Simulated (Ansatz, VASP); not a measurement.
GaN in VASP and in Ansatz

INCAR

```
SYSTEM = GaN
  PREC = Accurate
  ENCUT = 910
  EDIFF = 1E-6
  ISMEAR = 0
  SIGMA = 0.01
  LREAL = .False.
  LASPH = .True.
  NELM = 120
  ALGO = Normal
  ISIF = 2
  LWAVE = .False.
  LCHARG = .False.
  NBANDS = 26
  GGA_COMPAT = .False.
```

KPOINTS

```
Automatic mesh
0
Gamma
  12 12 6
  0 0 0
```

File POSCAR:

```
GaN
1.0
    3.1831500546      0.0000000000      0.0000000000
   -1.5915750273      2.7566888113      0.0000000000
    0.0000000000      0.0000000000      5.1836268250
Ga N
2 2
Direct
    0.3333333333      0.6666666667     -0.0008868441
    0.6666666667      0.3333333333      0.4991131559
    0.3333333333      0.6666666667      0.3758868441
    0.6666666667      0.3333333333      0.8758868441
```

Input for Ansatz:

```yaml
crystal:
  lattice:
    - [3.1831500546, 0.0, 0.0]
    - [-1.5915750273, 2.7566888113, 0.0]
    - [0.0, 0.0, 5.183626825]
  atoms:
    - { symbol: Ga, position: [0.3333333333, 0.6666666667, -0.0008868441] }
    - { symbol: Ga, position: [0.6666666667, 0.3333333333, 0.4991131559] }
    - { symbol: "N", position: [0.3333333333, 0.6666666667, 0.3758868441] }
    - { symbol: "N", position: [0.6666666667, 0.3333333333, 0.8758868441] }
kpoints:
  mp_grid: { grid: [12, 12, 6] }
  band_path:
    path:
      - [0.0, 0.0, 0.0]
      - [0.5, 0.0, 0.0]
      - [0.3333333333, 0.3333333333, 0.0]
      - [0.0, 0.0, 0.5]
      - [0.5, 0.0, 0.5]
      - [0.3333333333, 0.3333333333, 0.5]
    npoints: 1
hamiltonian:
  xc: lda
scf:
  occupations: { method: fixed }
  n_extra_bands: 5
output:
  forces: true
  stress: true
  eigenvalues: true
```

Alike in both runs: task single point; functional LDA; k mesh 12 × 12 × 6; no spin polarisation.

```csv
,VASP,Ansatz
version,VASP 6.6.1,Ansatz 0.2.0
potentials or method,"VASP PAW LDA potentials, release 64 (Ga_d, N_h)","plane waves, PAW"
plane-wave cutoff (eV),910,420
occupations,"gaussian, width 0.01 eV",fixed
valence electrons in the cell,36,36
```

```csv
,VASP,Ansatz,Ansatz less VASP
gap on the k mesh at the Fermi level (eV),1.96,1.94,-0.018
rms of the force components (eV/Å),0.004,0.003,-0.0006
```

LDA's correlation is that of Perdew and Zunger in VASP and of Perdew and Wang (1992) in Ansatz. Atom by atom the forces differ by 0.001 eV/Å (rms over components).

Noted on VASP's run: the cutoff is short for stress, so the pressure is rough.
